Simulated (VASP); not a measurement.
A run of VASP 6.6.1 is set up as follows.

The input INCAR:

```
SYSTEM = BAs
PREC     = Accurate       ! precision mode
ENCUT    = 520            ! plane-wave cutoff, eV
EDIFF    = 1E-6           ! SCF threshold, eV
ISMEAR   = 0              ! smearing method
SIGMA    = 0.01           ! smearing width, eV
LREAL    = .FALSE.        ! projectors in reciprocal space
LASPH    = .TRUE.         ! aspherical terms in the spheres
NELM     = 100            ! most SCF steps
ALGO     = Normal         ! electronic algorithm
ISIF     = 2              ! what is computed and relaxed
LWAVE    = .FALSE.        ! write WAVECAR
LCHARG   = .TRUE.         ! write CHGCAR
GGA      = PE             ! functional
LELF     = .TRUE.         ! ELF
LVHAR    = .TRUE.       
NBANDS   = 11             ! bands
```

Contents of KPOINTS:

```
regular mesh
0
G
  6 6 6
  0 0 0
```

Contents of POSCAR:

```
BAs
1.0
    0.0000000000      2.3918698983      2.3918698983
    2.3918698983      0.0000000000      2.3918698983
    2.3918698983      2.3918698983      0.0000000000
B As
1 1
Direct
    0.0000000000      0.0000000000      0.0000000000
    0.2500000000      0.2500000000      0.2500000000
```

Potentials or basis: VASP PAW PBE potentials, release 64 (B, As).

Run with:

```bash
$ cat potpaw_PBE.64/B/POTCAR potpaw_PBE.64/As/POTCAR > POTCAR
$ mpirun -np 1 vasp_std > vasp.out
```

Predict the pressure.

2.8 GPa.

What does it give for the band gap on the k mesh?

1.28 eV, indirect (least direct gap 3.27 eV).

A k mesh can miss the band edges. Expect the measured gap to be larger: semilocal functionals such as PBE lack the derivative discontinuity.
